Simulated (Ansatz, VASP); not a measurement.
One calculation of SiC, two programs

The input INCAR:

```
SYSTEM = SiC
PREC = Accurate ; ENCUT = 600
EDIFF = 1E-6 ; ISMEAR = -1
SIGMA = 0.05 ; LREAL = .False.
LASPH = .True. ; NELM = 100
ALGO = Normal ; ISIF = 3
LWAVE = .False. ; LCHARG = .False.
GGA = CA ; IBRION = 2
NSW = 100 ; EDIFFG = -0.002
```

File KPOINTS:

```
Automatic mesh
0
Gamma
  14 14 8
  0 0 0
```

File POSCAR:

```
SiC
1.0
    3.0760000000      0.0000000000      0.0000000000
   -1.5380000000      2.6638941420      0.0000000000
    0.0000000000      0.0000000000      5.0480000000
Si C
2 2
Direct
    0.3333333333      0.6666666667      0.0000000000
    0.6666666667      0.3333333333      0.5000000000
    0.3333333333      0.6666666667      0.3850000000
    0.6666666667      0.3333333333      0.8850000000
```

Input for Ansatz:

```yaml
crystal:
  lattice:
    - [3.07599999998, 0.0, 0.0]
    - [-1.53799999999, 2.66389414203, 0.0]
    - [0.0, 0.0, 5.048]
  atoms:
    - { symbol: Si, position: [0.333333333333, 0.666666666667, 0.0] }
    - { symbol: Si, position: [0.666666666667, 0.333333333333, 0.5] }
    - { symbol: C, position: [0.333333333333, 0.666666666667, 0.385] }
    - { symbol: C, position: [0.666666666667, 0.333333333333, 0.885] }
kpoints:
  mp_grid: { grid: [14, 14, 8] }
scf:
  occupations: { method: fermi_dirac, width: 0.05 }
hamiltonian:
  xc: lda
  pseudopotentials: { kind: paw }
relax:
  f_tol: 0.002
  max_steps: 80
  cell: {}
output:
  forces: true
  stress: true
```

Alike in both runs: task relaxation of cell and atoms; functional LDA; k mesh 14 × 14 × 8; occupations fermi-dirac, width 0.05 eV; no spin polarisation.

|  | VASP | Ansatz |
| --- | --- | --- |
| version | VASP 6.6.1 | Ansatz 0.2.0 |
| potentials or method | VASP PAW LDA potentials, release 64 (Si, C) | PAW with Ansatz's default frozen-core files, scalar-relativistic |
| plane-wave cutoff (eV) | 600 | 420 |
| valence electrons in the cell | 16 | 16 |

```tsv
	VASP	Ansatz	Ansatz less VASP
relaxed volume (Å³/atom)	10.16	10.14	-0.011
relaxed length of the cell vector where the two differ most in proportion (Å)	5.018	5.016	-0.0020
```

LDA's correlation is that of Perdew and Zunger in VASP and of Perdew and Wang (1992) in Ansatz.
